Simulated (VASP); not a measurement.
CaCrSe3, 10 atoms in the cell. Symmetry: P6_3/mmc, No. 194, hexagonal system. The conventional cell has a = 6.713 Å, b = 6.713 Å, c = 5.884 Å, α = 90.00°, β = 90.00°, γ = 120.00°. Ca (site symmetry -6m2) has 12 Se at 3.36 to 3.48 Å and 6 Cr at 4.15 Å within 4.4 Å. Cr (site symmetry -3m) has 6 Se at 2.49 Å and 2 Cr at 2.94 Å within 3.3 Å. Within 3.6 Å of Se (site symmetry mm2) lie 2 Cr at 2.49 Å and 8 Se at 3.23 to 3.57 Å and 4 Ca at 3.36 to 3.48 Å. 

| Property | Result |
| --- | --- |
| Program | VASP 6.6.1 |
| Task | single point |
| Functional | PBE |
| Potentials or basis | VASP PAW PBE potentials, release 64 (Ca_sv, Cr_pv, Se) |
| Cutoff | 520 eV |
| k mesh | 3 × 3 × 4 |
| Occupations | gaussian, width 0.1 eV |
| Spin | collinear spin, ferromagnetic start |
| Starting moments | [0.0, 0.0, 3.0, 3.0, 0.0, 0.0, 0.0, 0.0, 0.0, 0.0] μB |
| Dipole correction | no |
| Further INCAR settings | ALGO = Normal; EDIFF = 1e-06; NBANDS = 55 |

Potentials or basis: VASP PAW PBE potentials, release 64 (Ca_sv, Cr_pv, Se).

Command:

```bash
$ cat potpaw_PBE.64/Ca_sv/POTCAR potpaw_PBE.64/Cr_pv/POTCAR potpaw_PBE.64/Se/POTCAR > POTCAR
$ mpirun -np 1 vasp_std > vasp.out
```

Hardware: 1 thread of AMD EPYC 7R43 64-Core Processor (Zen 3), with other jobs on the host.

Q: Estimate the wall time of this run.

A: Wall time 13 min on 1 thread of AMD EPYC 7R43 64-Core Processor (Zen 3) (shared host), peak memory 0.47 GiB. Counts: scf iterations 21, k points 9.
